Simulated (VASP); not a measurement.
**Co: single point with PBE**

Co:

```
CELL_PARAMETERS angstrom
2.47056 0.00000 0.00000
-1.23528 2.13957 0.00000
0.00000 0.00000 8.08823
ATOMIC_POSITIONS crystal
Co 0.66629 0.32673 0.74287
Co 0.98942 0.00200 0.49624
Co 0.34751 0.69536 0.25416
Co 0.01648 0.99819 0.99335
```

```json
{
  "Program": "VASP 6.6.1",
  "Task": "single point",
  "Functional": "PBE",
  "Potentials or basis": "VASP PAW PBE potentials, release 64 (Co)",
  "Cutoff": "520 eV",
  "k mesh": "9 × 9 × 3",
  "Occupations": "methfessel-paxton, width 0.05 eV",
  "Spin": "collinear spin, ferromagnetic start",
  "Starting moments": "[2.0, 2.0, 2.0, 2.0] μB",
  "Dipole correction": "no",
  "Further INCAR settings": "ALGO = Normal; EDIFF = 1e-07; NBANDS = 30"
}
```

The pressure is 2.7 GPa, the largest force is 0.730 eV/Å and the net moment is 6.24 μB per cell. The site moments are Co +1.58, +1.54, +1.60 (each value once) μB and the valence electrons inside the program's atomic spheres are Co 8.31, 8.35, 8.29, 8.27.

Forces on the atoms (eV/Å):
```
Co   0.005  0.047  0.392
Co   0.100  0.046  0.090
Co  -0.003 -0.127 -0.719
Co  -0.101  0.034  0.237
```

Stress tensor (GPa, compression positive):
```
 3.71  0.01 -0.02
 0.01  1.79  0.20
-0.02  0.20  2.73
```

Levels at points of the mesh, in eV from the Fermi level:
Spin up:
```csv
k point,band 18,band 19,band 20,band 21,band 22,band 23
"(0.00, 0.00, 0.00)",-1.51,-1.47,-1.17,-1.14,-0.81,-0.71
```
Spin down:
| k point | band 10 | band 11 | band 12 | band 13 | band 14 | band 15 | band 16 | band 17 | band 18 | band 19 |
| --- | --- | --- | --- | --- | --- | --- | --- | --- | --- | --- |
| (0.00, 0.00, 0.00) | -1.18 | -1.14 | -0.91 | -0.90 | -0.85 | -0.84 | -0.31 | -0.02 | 0.09 | 0.36 |

It took 3.3 min on 1 thread of AMD EPYC 9R45 96-Core Processor (Zen 5), with other jobs on the host, peak memory 0.28 GiB.
